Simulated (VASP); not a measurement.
InAu2: relaxation of cell and atoms with PBE

The system is InAu2.

```
In Au
1.0
     0.00000    3.24538    3.24538
     3.24538    0.00000    3.24538
     3.24538    3.24538    0.00000
In Au
1 2
Cartesian
  0.0000 0.0000 0.0000
  1.6227 1.6227 1.6227
  4.8681 4.8681 4.8681
```

The cell was built from a structure type or drawn by symmetry, and may not be a known phase.

| Property | Result |
| --- | --- |
| Program | VASP 6.6.1 |
| Task | relaxation of cell and atoms |
| Functional | PBE |
| Potentials or basis | VASP PAW PBE potentials, release 64 (In_d, Au) |
| Cutoff | 600 eV |
| k mesh | 12 × 12 × 12 |
| Occupations | gaussian, width 0.1 eV |
| Spin | no spin polarisation |
| Dipole correction | no |
| Further INCAR settings | ALGO = Normal; EDIFF = 1e-06; IBRION = 2; EDIFFG = -0.01; NSW = 100; ISIF = 3 |

- Relaxed volume: 22.72 Å³/atom
- Relaxed cell: a = 4.585 Å, b = 4.585 Å, c = 4.585 Å, α = 60.00°, β = 60.00°, γ = 60.00°
- Space group after relaxing (to 0.1 Å): Fm-3m (No. 225)
- Energy gained by relaxing: 0.0 meV/atom
- Ionic steps: 3
- Pressure after relaxing: 0.0 GPa
- Band gap on the k mesh: zero (an odd number of electrons rules out a gap without spin polarisation)

Step by step:
| step | energy change (eV) | largest force (eV/Å) | pressure (GPa) | volume (Å³) |
| --- | --- | --- | --- | --- |
| 1 | 0.0000 | 0.0000 | -0.22 | 68.36 |
| 2 | -0.0001 | 0.0000 | 0.14 | 68.05 |
| 3 | -0.0001 | 0.0000 | 0.01 | 68.17 |

Final structure:
```
In Au
1.0
     0.00000    3.24231    3.24231
     3.24231    0.00000    3.24231
     3.24231    3.24231    0.00000
In Au
1 2
Direct
  0.00000 0.00000 0.00000
  0.25000 0.25000 0.25000
  0.75000 0.75000 0.75000
```

Levels at points of the mesh, in eV from the Fermi level:
```tsv
k point	band 13	band 14	band 15	band 16	band 17	band 18	band 19	band 20	band 21
(0.00, 0.00, 0.00)	-3.23	-3.23	-2.60	-2.60	3.43	3.91	4.25	4.25	4.25
(0.50, 0.00, 0.00)	-3.92	-3.86	-3.78	-3.78	-3.26	2.72	3.31	3.31	5.81
(0.50, 0.50, 0.00)	-3.68	-3.26	-3.23	-2.65	-1.83	-0.30	-0.30	0.92	4.87
```

Wall time 2.1 min on 1 thread of Intel(R) Xeon(R) 6975P-C (Granite Rapids) (shared host), peak memory 0.33 GiB.

Caveat: spin-orbit coupling is left out, which moves the levels of the heavy elements.
